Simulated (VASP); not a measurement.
# Ce (Pm-3m) in VASP: single point with LDA

Aim: the single point of Ce with LDA.

Everything below comes from runs of VASP 6.6.1. Logs are shortened: lines on timing, memory, paths and dates and some standing lists are left out, and cuts for length are marked.

**1. The cell of the first run**

The structure is cubic, space group Pm-3m (No. 221). Conventional cell: a = 2.833 Å, b = 2.833 Å, c = 2.833 Å, α = 90.00°, β = 90.00°, γ = 90.00°. Ce (site symmetry m-3m) has 6 Ce at 2.83 Å within 3.7 Å.

This isn't the form of Ce at room conditions, which is fcc.

**2. Single point, LDA**

File INCAR:

```
ALGO = Normal
EDIFF = 1E-6
ENCUT = 520
GGA = CA
ISIF = 2
ISMEAR = -1
LASPH = True
LCHARG = False
LREAL = False
LWAVE = False
NBANDS = 12
NELM = 100
PREC = Accurate
SIGMA = 0.13605693000000002
```

File KPOINTS:

```
k-points
0
Gamma
  12 12 12
```

File POSCAR:

```
Ce
1.0
    2.8328611285      0.0000000000      0.0000000000
    0.0000000000      2.8328611285      0.0000000000
    0.0000000000      0.0000000000      2.8328611285
Ce
1
Direct
    0.0000000000      0.0000000000      0.0000000000
```

Potentials or basis: VASP PAW LDA potentials, release 64 (Ce).

Run with:

```console
$ cat potpaw_LDA.64/Ce/POTCAR > POTCAR
$ mpirun -np 1 vasp_std > vasp.out
```

OUTCAR:

```text
EDIFF = 1E-6
   ENCUT = 520
   GGA = CA
   ISIF = 2
   ISMEAR = -1
   LASPH = True
   LREAL = False
   NELM = 100
   PREC = Accurate

 ion  position               nearest neighbor table
   1  0.000  0.000  0.000-

  LATTYP: Found a simple cubic cell.
 ALAT       =     2.8328611285

  Lattice vectors:

 A1 = (   2.8328611285,   0.0000000000,   0.0000000000)
 A2 = (   0.0000000000,   2.8328611285,   0.0000000000)
 A3 = (   0.0000000000,   0.0000000000,   2.8328611285)

Analysis of symmetry for initial positions (statically):
=====================================================================
 Subroutine PRICEL returns:
 Original cell was already a primitive cell.

 Routine SETGRP: Setting up the symmetry group for a
 simple cubic supercell.

 Subroutine GETGRP returns: Found 48 space group operations
 (whereof 48 operations were pure point group operations)
 out of a pool of 48 trial point group operations.

The static configuration has the point symmetry O_h .

Analysis of symmetry for dynamics (positions and initial velocities):
=====================================================================
 Subroutine PRICEL returns:
 Original cell was already a primitive cell.

 Routine SETGRP: Setting up the symmetry group for a
 simple cubic supercell.

 Subroutine GETGRP returns: Found 48 space group operations
 (whereof 48 operations were pure point group operations)
 out of a pool of 48 trial point group operations.

The dynamic configuration has the point symmetry O_h .

 Subroutine INISYM returns: Found 48 space group operations
 (whereof 48 operations are pure point group operations),
 and found     1 'primitive' translations

----------------------------------------------------------------------------------------

                                     Primitive cell

  volume of cell :      22.7340

  direct lattice vectors                    reciprocal lattice vectors
     2.832861128  0.000000000  0.000000000     0.353000008  0.000000000  0.000000000
     0.000000000  2.832861128  0.000000000     0.000000000  0.353000008  0.000000000
     0.000000000  0.000000000  2.832861128     0.000000000  0.000000000  0.353000008

  length of vectors
     2.832861128  2.832861128  2.832861128     0.353000008  0.353000008  0.353000008

  position of ions in fractional coordinates (direct lattice)
     0.000000000  0.000000000  0.000000000

  ion indices of the primitive-cell ions
   primitive index   ion index
                 1           1

----------------------------------------------------------------------------------------

 KPOINTS: k-points

Automatic generation of k-mesh.
 Grid dimensions read from file:
 generate k-points for:   12   12   12

 Generating k-lattice:

  Cartesian coordinates                     Fractional coordinates (reciprocal lattice)
     0.029416667  0.000000000  0.000000000     0.083333333  0.000000000  0.000000000
     0.000000000  0.029416667  0.000000000     0.000000000  0.083333333  0.000000000
     0.000000000  0.000000000  0.029416667     0.000000000  0.000000000  0.083333333

  Length of vectors
     0.029416667  0.029416667  0.029416667

  Shift w.r.t. Gamma in fractional coordinates (k-lattice)
     0.000000000  0.000000000  0.000000000

 Subroutine IBZKPT returns following result:
 ===========================================

 Found     84 irreducible k-points:

 Following reciprocal coordinates:
            Coordinates               Weight
  0.000000  0.000000  0.000000      1.000000
  0.083333  0.000000  0.000000      6.000000
  0.166667  0.000000  0.000000      6.000000
  0.250000  0.000000  0.000000      6.000000
  0.333333  0.000000  0.000000      6.000000
  0.416667  0.000000  0.000000      6.000000
[... 16 lines left out ...]
  0.333333  0.333333  0.000000     12.000000
  0.416667  0.333333  0.000000     24.000000
 [... further k-points ...]
   k-points           NKPTS =     84   k-points in BZ     NKDIM =     84   number of bands    NBANDS=     12
   number of dos      NEDOS =    301   number of ions     NIONS =      1
   total plane-waves  NPLWV =  13824
   dimension x,y,z NGX =    24 NGY =   24 NGZ =   24
   dimension x,y,z NGXF=    48 NGYF=   48 NGZF=   48
   ions per type =               1
   NGX,Y,Z   is equivalent  to a cutoff of  14.08, 14.08, 14.08 a.u.
   NGXF,Y,Z  is equivalent  to a cutoff of  28.17, 28.17, 28.17 a.u.
 SYSTEM =  unknown system
   PREC   = accura    normal or accurate (medium, high low for compatibility)
   ISTART =      0    job   : 0-new  1-cont  2-samecut
   ICHARG =      2    charge: 1-file 2-atom 10-const
   ISPIN  =      1    spin polarized calculation?
   LNONCOLLINEAR =      F non collinear calculations
   LSORBIT =      F    spin-orbit coupling
   LASPH  =      T    aspherical Exc in radial PAW
   ENCUT  =  520.0 eV  38.22 Ry    6.18 a.u.   5.27  5.27  5.27*2*pi/ulx,y,z
   NELM   =    100;   NELMIN=  2; NELMDL= -5     # of ELM steps
   EDIFF  = 0.1E-05   stopping-criterion for ELM
   LREAL  =      F    real-space projection
   EDIFFG = 0.1E-04   stopping-criterion for IOM
   NSW    =      0    number of steps for IOM
   IBRION =     -1    ionic relax: 0-MD 1-quasi-New 2-CG
   NFREE  =      0    steps in history (QN), initial steepest desc. (CG)
   ISIF   =      2    stress and relaxation
   ISYM   =      2    0-nonsym 1-usesym 2-fastsym
   POTIM  = 0.5000    time-step for ionic-motion
   TEBEG  =    0.0;   TEEND  =   0.0 temperature during run
   PSTRESS=    0.0 pullay stress
   NELECT =      12.0000    total number of electrons
   NUPDOWN=      -1.0000    fix difference up-down
   EMIN   =  10.00;   EMAX   =-10.00  energy-range for DOS
   EFERMI =   0.00;   METHOD = LEGACY
   ISMEAR =    -1;   SIGMA  =   0.14  broadening in eV -4-tet -1-fermi 0-gaus
   EFERMI_NEDOS =   21; number of points for ismear=-14 and -15
   IALGO  =     38    algorithm
   IMIX   =      4    mixing-type and parameters
     AMIX     =   0.40;   BMIX     =  1.00
     AMIX_MAG =   1.60;   BMIX_MAG =  1.00
  volume/ion in A,a.u.               =      22.73       153.42
  Fermi-wavevector in a.u.,A,eV,Ry     =   1.323051  2.500204 23.816513  1.750464
  Thomas-Fermi vector in A             =   2.452687
   LORBIT       =      0    0 simple, 1 ext, 2 COOP (PROOUT), +10 PAW based schemes
   GGA     = CA    functional components
   LHFCALC =     F    Hartree Fock is set to
   AEXX    =    0.0000 exact exchange contribution
   IVDW    =     0    specifies the selected vdW correction
   LEPSILON=     F    determine dielectric tensor
   LRPA    =     F    only Hartree local field effects (RPA)
 non-spin polarized calculation
  energy-cutoff  :      520.00
  volume of cell :       22.73
 maximum number of plane-waves:       627
 NGX is ok and might be reduce to    24
   NGX = 11   NGY = 11   NGZ = 11

 number of electron      12.0000000 magnetization

 Free energy of the ion-electron system (eV)
  ---------------------------------------------------
  ext. energy  EPLUGINS =         0.00000000
  ---------------------------------------------------
  free energy    TOTEN  =        -6.77819179 eV

  energy without entropy =       -6.59456546  energy(sigma->0) =       -6.68637862

 E-fermi :  10.6243     XC(G=0): -12.1557

 val. band max:       10.6235017053   @ k =   0.4167   0.3333   0.0000
 cond. band min:      10.6318591561   @ k =   0.1667   0.1667   0.0833
 fundamental gap:      0.0083574509
 Fermi energy:        10.6243324205

 k-point     1 :       0.0000    0.0000    0.0000
  band No.  band energies     occupation
      1     -24.5169      2.00000
      2      -4.4479      2.00000
      3      -4.4479      2.00000
      4      -4.4479      2.00000
      5       8.5879      2.00000
      6       8.6683      2.00000
      7       8.6683      2.00000
      8      11.5928      0.00162
      9      11.5928      0.00162
     10      11.5928      0.00162
     11      12.1610      0.00002
     12      12.1610      0.00002

 k-point     2 :       0.0833    0.0000    0.0000
  band No.  band energies     occupation
      1     -24.4650      2.00000
      2      -4.9003      2.00000
      3      -4.4090      2.00000
      4      -4.4090      2.00000
      5       8.6988      2.00000
      6       8.7298      2.00000
      7       9.2830      1.99990
      8      11.5665      0.00196
      9      11.6113      0.00141
     10      11.6113      0.00141
     11      12.1708      0.00002
     12      12.1720      0.00002

 k-point     3 :       0.1667    0.0000    0.0000
  band No.  band energies     occupation
      1     -24.3196      2.00000
      2      -5.9890      2.00000
      3      -4.3010      2.00000
      4      -4.3010      2.00000
      5       8.9082      1.99999
      6       8.9386      1.99999
      7      10.7800      0.48300
      8      11.4858      0.00355
      9      11.6643      0.00096
     10      11.6643      0.00096
     11      12.2036      0.00002
     12      12.2036      0.00002
[... 286 lines left out ...]
 k-point    23 :       0.3333    0.3333    0.0000
  band No.  band energies     occupation
      1     -23.2645      2.00000
      2      -7.7700      2.00000
      3      -7.7254      2.00000
      4      -3.5541      2.00000
      5       8.2121      2.00000
      6      10.3849      1.70633
      7      11.0829      0.06645
      8      11.8719      0.00021
      9      11.9094      0.00016
     10      12.0816      0.00004
     11      12.1891      0.00002
     12      12.3999      0.00000

 k-point    24 :       0.4167    0.3333    0.0000
  band No.  band energies     occupation
      1     -23.0931      2.00000
      2      -8.4765      2.00000
      3      -7.5809      2.00000
      4      -3.4405      2.00000
      5       7.5312      2.00000
      6      10.6235      1.00305
      7      10.9831      0.13362
      8      11.8549      0.00024
      9      11.9952      0.00008
     10      12.1436      0.00003
     11      12.2632      0.00001
     12      12.2914      0.00001

 [... further k-points ...]

------------------------ aborting loop because EDIFF is reached ----------------------------------------

  FORCE on cell =-STRESS in cart. coord.  units (eV):
  Direction    XX          YY          ZZ          XY          YZ          ZX
  --------------------------------------------------------------------------------------
  -------------------------------------------------------------------------------------
  Total       -0.2942678     -0.2942678     -0.2942678      0.0000000     -0.0000000     -0.0000000
  in kB      -20.7385026    -20.7385026    -20.7385026      0.0000000     -0.0000000     -0.0000000
  external PRESSURE =     -20.7385026 kB  Pullay stress =       0.0000000 kB

 VOLUME and BASIS-vectors are now :
 -----------------------------------------------------------------------------
  energy-cutoff  :      520.00
  volume of cell :       22.73
      direct lattice vectors                 reciprocal lattice vectors
     2.832861128  0.000000000  0.000000000     0.353000008  0.000000000  0.000000000
     0.000000000  2.832861128  0.000000000     0.000000000  0.353000008  0.000000000
     0.000000000  0.000000000  2.832861128     0.000000000  0.000000000  0.353000008

 POSITION                                       TOTAL-FORCE (eV/Angst)
 -----------------------------------------------------------------------------------
      0.00000      0.00000      0.00000         0.000000      0.000000      0.000000
 -----------------------------------------------------------------------------------
    total drift:                               -0.000000      0.000000      0.000000

  FREE ENERGIE OF THE ION-ELECTRON SYSTEM (eV)
  ---------------------------------------------------
  free  energy   TOTEN  =        -6.7781917866 eV

  energy  without entropy=       -6.5945654564  energy(sigma->0) =       -6.68637862
```

It took 31 s on 1 thread of Intel Xeon 8259CL, shared host; peak memory 0.16 GiB.

What came out:

```yaml
Free_energy: -6.7782 eV
Pressure: -2.1 GPa
Band_gap_on_the_k_mesh: zero (bands 6 and 7 overlap by 2.56 eV)
```

Caveat: spin-orbit coupling is left out, which moves the levels of the heavy elements; semilocal functionals describe open f shells poorly, which spoils levels, moments and volumes. Spin polarisation is off, so any magnetic state and its effect on volume and gap are missing.
